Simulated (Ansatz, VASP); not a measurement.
## One calculation of Pb, two programs

The input INCAR:

```
ALGO     = Normal         # electronic algorithm
EDIFF    = 1E-6           # SCF threshold, eV
ENCUT    = 520            # plane-wave cutoff, eV
GGA      = PE             # functional
ISIF     = 2              # what is computed and relaxed
ISMEAR   = -1             # smearing method
LASPH    = T              # aspherical terms in the spheres
LCHARG   = T              # write CHGCAR
LELF     = T              # ELF
LREAL    = F              # projectors in reciprocal space
LVHAR    = T            
LWAVE    = F              # write WAVECAR
NBANDS   = 28             # bands
NELM     = 100            # most SCF steps
PREC     = Accurate       # precision mode
SIGMA    = 0.08           # smearing width, eV
```

Contents of KPOINTS:

```
k-points
0
Gamma
  7 7 10
```

File POSCAR:

```
Pb
1.0
    4.6703046181      0.0000000000      0.0000000000
   -2.3351523090      4.0446024427      0.0000000000
    0.0000000000      0.0000000000      2.8215768903
Pb
3
Direct
    0.0000000000      0.0000000000      0.0000000000
    0.3333333333      0.6666666667      0.5000000000
    0.6666666667      0.3333333333      0.5000000000
```

Input for Ansatz:

```yaml
crystal:
  lattice:
    - [4.6703046181, 0.0, 0.0]
    - [-2.335152309, 4.0446024427, 0.0]
    - [0.0, 0.0, 2.8215768903]
  atoms:
    - { symbol: Pb, position: [0.0, 0.0, 0.0] }
    - { symbol: Pb, position: [0.3333333333, 0.6666666667, 0.5] }
    - { symbol: Pb, position: [0.6666666667, 0.3333333333, 0.5] }
kpoints:
  mp_grid: { grid: [7, 7, 10] }
scf:
  occupations: { method: fermi_dirac, width: 0.08 }
hamiltonian:
  xc: pbe
  pseudopotentials: { kind: all_electron, lapw: { basis_error: 0.001 } }
output:
  forces: true
  stress: true
  eigenvalues: true
  populations: true
```

Change from the starting cell: volume scaled by 0.55, LAPW.

Alike in both runs: task single point; functional PBE; k mesh 7 × 7 × 10; occupations fermi-dirac, width 0.08 eV; no spin polarisation.

```csv
,VASP,Ansatz
version,VASP 6.6.1,Ansatz 0.2.0
potentials or method,"VASP PAW PBE potentials, release 64 (Pb_d), cutoff 520 eV","all-electron LAPW, scalar-relativistic"
```

|  | VASP | Ansatz | Ansatz less VASP |
| --- | --- | --- | --- |
| pressure (GPa) | 97.9 | 98.0 | +0.11 |
| traceless stress, the component that is largest in VASP (GPa) | -0.04 | -0.06 | -0.016 |

Both programs put the cell under a high pressure, so it lies far from rest at this level. Ansatz ran all-electron here, and VASP with PAW potentials.

Neither program's run includes spin-orbit coupling. Noted on VASP's run: the cell as given lies far from equilibrium.
